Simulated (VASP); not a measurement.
# Ru in VASP: a series of runs

The runs below take Ru through single point, with PBEsol.

Program: VASP 6.6.1. These are calculated values, not measurements. Logs are shortened: lines on timing, memory, paths and dates and some standing lists are left out, and cuts for length are marked.

### Step 1. The cell of the first run

The cell holds a slab with vacuum, 6 atoms: a = 2.691 Å, b = 4.249 Å, c = 21.437 Å, α = 90.00°, β = 90.00°, γ = 90.00°.

### Step 2. Single point, PBEsol

INCAR

```
PREC = Accurate
ENCUT = 520
EDIFF = 1E-6
ISMEAR = -1
SIGMA = 0.08
LREAL = F
LASPH = T
NELM = 60
ALGO = Normal
ISIF = 2
LWAVE = F
LCHARG = T
LDIPOL = T
IDIPOL = 3
DIPOL = 0.5 0.5 0.500
GGA = PS
LELF = T
LVHAR = T
LVACPOTAV = T
NBANDS = 51
```

KPOINTS

```
regular mesh
0
Gamma
  13 9 1
```

POSCAR

```
Ru
1.0
    2.6907521390      0.0000000000      0.0000000000
    0.0000000000      4.2493843975      0.0000000000
    0.0000000000      0.0000000000     21.4373000000
Ru
6
Direct
    0.7500000000      0.7500000000      0.3731819619
    0.2500000000      0.2500000000      0.4094156873
    0.2500000000      0.7500000000      0.4818831373
    0.7500000000      0.2500000000      0.5181168627
    0.7500000000      0.7500000000      0.5905843127
    0.2500000000      0.2500000000      0.6268180381
```

Potentials or basis: VASP PAW PBE potentials, release 64 (Ru_pv).

The run is started by

```
$ cat potpaw_PBE.64/Ru_pv/POTCAR > POTCAR
$ mpirun -np 1 vasp_std > vasp.out
```

OUTCAR:

```text
PREC = Accurate
   ENCUT = 520
   EDIFF = 1E-6
   ISMEAR = -1
   LREAL = F
   LASPH = T
   NELM = 60
   ISIF = 2
   GGA = PS

 ion  position               nearest neighbor table
   1  0.750  0.750  0.373-   2 2.63   2 2.63   2 2.63   2 2.63   3 2.69   3 2.69
   2  0.250  0.250  0.409-   3 2.63   3 2.63   1 2.63   1 2.63   1 2.63   1 2.63   4 2.69   4 2.69

   3  0.250  0.750  0.482-   2 2.63   2 2.63   4 2.63   4 2.63   4 2.63   4 2.63   1 2.69   1 2.69
                             5 2.69   5 2.69
   4  0.750  0.250  0.518-   5 2.63   5 2.63   3 2.63   3 2.63   3 2.63   3 2.63   2 2.69   2 2.69
                             6 2.69   6 2.69
   5  0.750  0.750  0.591-   4 2.63   4 2.63   6 2.63   6 2.63   6 2.63   6 2.63   3 2.69   3 2.69

   6  0.250  0.250  0.627-   5 2.63   5 2.63   5 2.63   5 2.63   4 2.69   4 2.69

  LATTYP: Found a simple orthorhombic cell.
 ALAT       =     2.6907521390
 B/A-ratio  =     1.5792552335
 C/A-ratio  =     7.9670288799

  Lattice vectors:

 A1 = (   2.6907521390,   0.0000000000,   0.0000000000)
 A2 = (   0.0000000000,   4.2493843975,   0.0000000000)
 A3 = (   0.0000000000,   0.0000000000,  21.4373000000)

Analysis of symmetry for initial positions (statically):
=====================================================================
 Subroutine PRICEL returns:
 Original cell was already a primitive cell.

 Routine SETGRP: Setting up the symmetry group for a
 simple orthorhombic supercell.

 Subroutine GETGRP returns: Found  8 space group operations
 (whereof  2 operations were pure point group operations)
 out of a pool of  8 trial point group operations.

The static configuration has the point symmetry S_2 .
 The point group associated with its full space group is D_2h.

Analysis of symmetry for dynamics (positions and initial velocities):
=====================================================================
 Subroutine PRICEL returns:
 Original cell was already a primitive cell.

 Routine SETGRP: Setting up the symmetry group for a
 simple orthorhombic supercell.

 Subroutine GETGRP returns: Found  8 space group operations
 (whereof  2 operations were pure point group operations)
 out of a pool of  8 trial point group operations.

The dynamic configuration has the point symmetry S_2 .
 The point group associated with its full space group is D_2h.

 Subroutine INISYM returns: Found  8 space group operations
 (whereof  2 operations are pure point group operations),
 and found     1 'primitive' translations

----------------------------------------------------------------------------------------

                                     Primitive cell

  volume of cell :     245.1149

  direct lattice vectors                    reciprocal lattice vectors
     2.690752139  0.000000000  0.000000000     0.371643298  0.000000000  0.000000000
     0.000000000  4.249384398  0.000000000     0.000000000  0.235328204  0.000000000
     0.000000000  0.000000000 21.437300000     0.000000000  0.000000000  0.046647666

  length of vectors
     2.690752139  4.249384398 21.437300000     0.371643298  0.235328204  0.046647666

  position of ions in fractional coordinates (direct lattice)
     0.750000000  0.750000000  0.373181962
     0.250000000  0.250000000  0.409415687
     0.250000000  0.750000000  0.481883137
     0.750000000  0.250000000  0.518116863
     0.750000000  0.750000000  0.590584313
     0.250000000  0.250000000  0.626818038

  ion indices of the primitive-cell ions
   primitive index   ion index
                 1           1
                 2           2
                 3           3
                 4           4
                 5           5
                 6           6

----------------------------------------------------------------------------------------

 KPOINTS: regular mesh

Automatic generation of k-mesh.
 Grid dimensions read from file:
 generate k-points for:   13    9    1

 Generating k-lattice:

  Cartesian coordinates                     Fractional coordinates (reciprocal lattice)
     0.028587946  0.000000000  0.000000000     0.076923077  0.000000000  0.000000000
     0.000000000  0.026147578  0.000000000     0.000000000  0.111111111  0.000000000
     0.000000000  0.000000000  0.046647666     0.000000000  0.000000000  1.000000000

  Length of vectors
     0.028587946  0.026147578  0.046647666

  Shift w.r.t. Gamma in fractional coordinates (k-lattice)
     0.000000000  0.000000000  0.000000000

 Subroutine IBZKPT returns following result:
 ===========================================

 Found     35 irreducible k-points:

 Following reciprocal coordinates:
            Coordinates               Weight
  0.000000  0.000000  0.000000      1.000000
  0.076923  0.000000  0.000000      2.000000
  0.153846  0.000000  0.000000      2.000000
  0.230769  0.000000  0.000000      2.000000
  0.307692  0.000000  0.000000      2.000000
  0.384615  0.000000  0.000000      2.000000
[... 16 lines left out ...]
  0.076923  0.333333  0.000000      4.000000
  0.153846  0.333333  0.000000      4.000000
 [... further k-points ...]
   k-points           NKPTS =     35   k-points in BZ     NKDIM =     35   number of bands    NBANDS=     51
   number of dos      NEDOS =    301   number of ions     NIONS =      6
   total plane-waves  NPLWV = 102400
   dimension x,y,z NGX =    20 NGY =   32 NGZ =  160
   dimension x,y,z NGXF=    40 NGYF=   64 NGZF=  320
   ions per type =               6
   NGX,Y,Z   is equivalent  to a cutoff of  12.36, 12.52, 12.41 a.u.
   NGXF,Y,Z  is equivalent  to a cutoff of  24.71, 25.04, 24.82 a.u.
 SYSTEM =  unknown system
   PREC   = accura    normal or accurate (medium, high low for compatibility)
   ISTART =      0    job   : 0-new  1-cont  2-samecut
   ICHARG =      2    charge: 1-file 2-atom 10-const
   ISPIN  =      1    spin polarized calculation?
   LNONCOLLINEAR =      F non collinear calculations
   LSORBIT =      F    spin-orbit coupling
   LASPH  =      T    aspherical Exc in radial PAW
   ENCUT  =  520.0 eV  38.22 Ry    6.18 a.u.   5.00  7.90 39.86*2*pi/ulx,y,z
   NELM   =     60;   NELMIN=  2; NELMDL= -5     # of ELM steps
   EDIFF  = 0.1E-05   stopping-criterion for ELM
   LREAL  =      F    real-space projection
   EDIFFG = 0.1E-04   stopping-criterion for IOM
   NSW    =      0    number of steps for IOM
   IBRION =     -1    ionic relax: 0-MD 1-quasi-New 2-CG
   NFREE  =      0    steps in history (QN), initial steepest desc. (CG)
   ISIF   =      2    stress and relaxation
   ISYM   =      2    0-nonsym 1-usesym 2-fastsym
   POTIM  = 0.5000    time-step for ionic-motion
   TEBEG  =    0.0;   TEEND  =   0.0 temperature during run
   PSTRESS=    0.0 pullay stress
   NELECT =      84.0000    total number of electrons
   NUPDOWN=      -1.0000    fix difference up-down
   EMIN   =  10.00;   EMAX   =-10.00  energy-range for DOS
   EFERMI =   0.00;   METHOD = LEGACY
   ISMEAR =    -1;   SIGMA  =   0.08  broadening in eV -4-tet -1-fermi 0-gaus
   EFERMI_NEDOS =   21; number of points for ismear=-14 and -15
   IALGO  =     38    algorithm
   IMIX   =      4    mixing-type and parameters
     AMIX     =   0.40;   BMIX     =  1.00
     AMIX_MAG =   1.60;   BMIX_MAG =  1.00
  volume/ion in A,a.u.               =      40.85       275.69
  Fermi-wavevector in a.u.,A,eV,Ry     =   1.145631  2.164928 17.857236  1.312470
  Thomas-Fermi vector in A             =   2.282318
   LORBIT       =      0    0 simple, 1 ext, 2 COOP (PROOUT), +10 PAW based schemes
   GGA     = PS    functional components
   LHFCALC =     F    Hartree Fock is set to
   AEXX    =    0.0000 exact exchange contribution
   IVDW    =     0    specifies the selected vdW correction
   LEPSILON=     F    determine dielectric tensor
   LRPA    =     F    only Hartree local field effects (RPA)
 non-spin polarized calculation
  energy-cutoff  :      520.00
  volume of cell :      245.11
 maximum number of plane-waves:      6658
   NGX = 11   NGY = 15   NGZ = 79

 dipolmoment           0.000000      0.000000      0.000000 electrons x Angstroem

 number of electron      84.0000017 magnetization

 dipolmoment           0.000000      0.000000     -0.000000 electrons x Angstroem

 Free energy of the ion-electron system (eV)
  ---------------------------------------------------
  ext. energy  EPLUGINS =         0.00000000
  ---------------------------------------------------
  free energy    TOTEN  =       -56.15591510 eV

  energy without entropy =      -55.97371388  energy(sigma->0) =      -56.06481449

 E-fermi :   1.0145     XC(G=0):  -5.6807

 val. band max:        1.0109564354   @ k =   0.0769   0.3333   0.0000
 cond. band min:       1.0241989204   @ k =   0.0000   0.0000   0.0000
 fundamental gap:      0.0132424850
 Fermi energy:         1.0144687660

 k-point     1 :       0.0000    0.0000    0.0000
  band No.  band energies     occupation
      1     -42.6277      2.00000
      2     -42.3233      2.00000
      3     -42.2484      2.00000
      4     -42.1792      2.00000
      5     -42.0980      2.00000
      6     -41.9608      2.00000
[... 43 lines left out ...]
     50       2.9674      0.00000
     51       3.0435      0.00000

 k-point     2 :       0.0769    0.0000    0.0000
  band No.  band energies     occupation
      1     -42.6128      2.00000
      2     -42.3156      2.00000
      3     -42.2370      2.00000
      4     -42.1748      2.00000
      5     -42.0848      2.00000
      6     -41.9951      2.00000
[... 43 lines left out ...]
     50       2.8943      0.00000
     51       2.8981      0.00000

 k-point     3 :       0.1538    0.0000    0.0000
  band No.  band energies     occupation
      1     -42.5694      2.00000
      2     -42.2964      2.00000
      3     -42.2052      2.00000
      4     -42.1669      2.00000
      5     -42.0799      2.00000
      6     -42.0465      2.00000
[... 1123 lines left out ...]
     50       2.2591      0.00000
     51       2.6697      0.00000

 k-point    24 :       0.1538    0.3333    0.0000
  band No.  band energies     occupation
      1     -42.4732      2.00000
      2     -42.3741      2.00000
      3     -42.3027      2.00000
      4     -42.0768      2.00000
      5     -42.0169      2.00000
      6     -41.9253      2.00000
[... 43 lines left out ...]
     50       2.4073      0.00000
     51       3.3050      0.00000

 [... further k-points ...]

------------------------ aborting loop because EDIFF is reached ----------------------------------------

  FORCE on cell =-STRESS in cart. coord.  units (eV):
  Direction    XX          YY          ZZ          XY          YZ          ZX
  --------------------------------------------------------------------------------------
  -------------------------------------------------------------------------------------
  Total       -7.1873844     -6.5973253     -5.1376887      0.0000000      0.0000000      0.0000000
  in kB      -46.9798531    -43.1229718    -33.5821559      0.0000000      0.0000000      0.0000000
  external PRESSURE =     -41.2283270 kB  Pullay stress =       0.0000000 kB

 VOLUME and BASIS-vectors are now :
 -----------------------------------------------------------------------------
  energy-cutoff  :      520.00
  volume of cell :      245.11
      direct lattice vectors                 reciprocal lattice vectors
     2.690752139  0.000000000  0.000000000     0.371643298  0.000000000  0.000000000
     0.000000000  4.249384398  0.000000000     0.000000000  0.235328204  0.000000000
     0.000000000  0.000000000 21.437300000     0.000000000  0.000000000  0.046647666

 POSITION                                       TOTAL-FORCE (eV/Angst)
 -----------------------------------------------------------------------------------
      2.01806      3.18704      8.00001         0.000000     -0.000000      1.095440
      0.67269      1.06235      8.77677         0.000000      0.000000     -0.233536
      0.67269      3.18704     10.33027        -0.000000      0.000000      0.005597
      2.01806      1.06235     11.10703         0.000000      0.000000     -0.005597
      2.01806      3.18704     12.66053         0.000000     -0.000000      0.233536
      0.67269      1.06235     13.43729         0.000000      0.000000     -1.095440
 -----------------------------------------------------------------------------------
    total drift:                               -0.000000     -0.000000     -0.000000

  FREE ENERGIE OF THE ION-ELECTRON SYSTEM (eV)
  ---------------------------------------------------
  free  energy   TOTEN  =       -56.1559150970 eV

  energy  without entropy=      -55.9737138837  energy(sigma->0) =      -56.06481449

 vacuum level on the upper side and lower side of the slab         5.906         5.906
```

Run time: 5.7 min. Hardware: 1 thread of Intel Xeon 6975P-C (Granite Rapids), shared host; peak memory 0.47 GiB.

Results:

| Quantity | Value |
| --- | --- |
| Free energy | -56.1559 eV |
| Largest force | 1.095 eV/Å |
| Band gap on the k mesh | zero (bands 42 and 43 overlap by 1.25 eV) |

Forces in eV/Å, atoms in the order of the input:
```
Ru   0.000  0.000  1.095
Ru   0.000  0.000 -0.234
Ru   0.000  0.000  0.006
Ru   0.000  0.000 -0.006
Ru   0.000  0.000  0.234
Ru   0.000  0.000 -1.095
```

Levels at points of the mesh, in eV from the Fermi level:
```tsv
k point	band 38	band 39	band 40	band 41	band 42	band 43	band 44	band 45	band 46	band 47
(0.00, 0.00, 0.00)	-1.58	-1.45	-1.37	-1.13	-0.92	-0.37	-0.33	0.01	0.01	1.10
```

Caveat: the PAW data sets were made with another functional, which shifts forces and pressure a little.

### Step 3. Single point, PBEsol

INCAR

```
ALGO = Normal
DIPOL = 0.5 0.5 0.500
EDIFF = 1E-6
ENCUT = 520
GGA = PS
IDIPOL = 3
ISIF = 2
ISMEAR = -1
LASPH = T
LCHARG = T
LDIPOL = T
LELF = T
LREAL = F
LVACPOTAV = T
LVHAR = T
LWAVE = F
NBANDS = 51
NELM = 60
PREC = Accurate
SIGMA = 0.08
```

KPOINTS

```
k-points
0
Gamma
  13 9 1
```

POSCAR

```
Ru
1.0
    2.6907521390      0.0000000000      0.0000000000
    0.0000000000      4.2493843975      0.0000000000
    0.0000000000      0.0000000000     21.4373000000
Ru
6
Direct
    0.7500000000      0.7500000000      0.3793277458
    0.2500000000      0.2500000000      0.4090318242
    0.2500000000      0.7500000000      0.4830371878
    0.7500000000      0.2500000000      0.5169628122
    0.7500000000      0.7500000000      0.5909681755
    0.2500000000      0.2500000000      0.6206722545
```

Potentials or basis: VASP PAW PBE potentials, release 64 (Ru_pv).

The run is started by

```
$ cat potpaw_PBE.64/Ru_pv/POTCAR > POTCAR
$ mpirun -np 1 vasp_std > vasp.out
```

Wall time 5.2 min (1 thread of Intel Xeon 6975P-C (Granite Rapids), shared host); peak memory 0.47 GiB.

The run converged. Its results:

```
Free energy            : -56.3062 eV
Largest force          : 0.009 eV/Å
Band gap on the k mesh : zero (bands 42 and 43 overlap by 1.41 eV)
```

Forces on the atoms (eV/Å):
```
Ru   0.000  0.000 -0.009
Ru   0.000  0.000 -0.007
Ru   0.000  0.000 -0.002
Ru   0.000  0.000  0.002
Ru   0.000  0.000  0.007
Ru   0.000  0.000  0.009
```

Levels at points of the mesh, in eV from the Fermi level:
| k point | band 40 | band 41 | band 42 | band 43 | band 44 | band 45 | band 46 | band 47 |
| --- | --- | --- | --- | --- | --- | --- | --- | --- |
| (0.00, 0.00, 0.00) | -0.95 | -0.93 | -0.72 | -0.56 | -0.48 | 0.06 | 0.07 | 1.31 |

Caveat: the PAW data sets were made with another functional, which shifts forces and pressure a little.
